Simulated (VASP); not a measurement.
Te2Mo, 6 atoms in the cell. It takes space group P6_3/mmc (No. 194, hexagonal). The conventional cell has a = 3.534 Å, b = 3.534 Å, c = 14.073 Å, α = 90.00°, β = 90.00°, γ = 120.00°. Within 3.6 Å of Te (site symmetry 3m) lie 3 Mo at 2.72 Å and 7 Te at 3.53 to 3.59 Å. Mo (site symmetry -6m2) has 6 Te at 2.72 Å and 6 Mo at 3.53 Å within 3.6 Å. 

| Property | Result |
| --- | --- |
| Program | VASP 6.6.1 |
| Task | single point |
| Functional | r2SCAN |
| Potentials or basis | VASP PAW PBE potentials, release 64 (Te, Mo_sv) |
| Cutoff | 520 eV |
| k mesh | 9 × 9 × 2 |
| Occupations | gaussian, width 0.02 eV |
| Spin | no spin polarisation |
| Dipole correction | no |
| Further INCAR settings | ALGO = Normal; EDIFF = 1e-06; NBANDS = 35 |

Potentials or basis: VASP PAW PBE potentials, release 64 (Te, Mo_sv).

Run with:

```bash
$ cat potpaw_PBE.64/Te/POTCAR potpaw_PBE.64/Mo_sv/POTCAR > POTCAR
$ cp INCAR.step1 INCAR
$ mpirun -np 1 vasp_std > vasp.out
$ cp INCAR.step2 INCAR
$ mpirun -np 1 vasp_std > vasp.out
```

Hardware: 1 thread of Intel Xeon 8259CL, on a shared host.

Task: Estimate the wall time of this run.

Result: Run time: 7.3 min on 1 thread of Intel Xeon 8259CL (shared host), peak memory 0.37 GiB. Counts: k points 24.
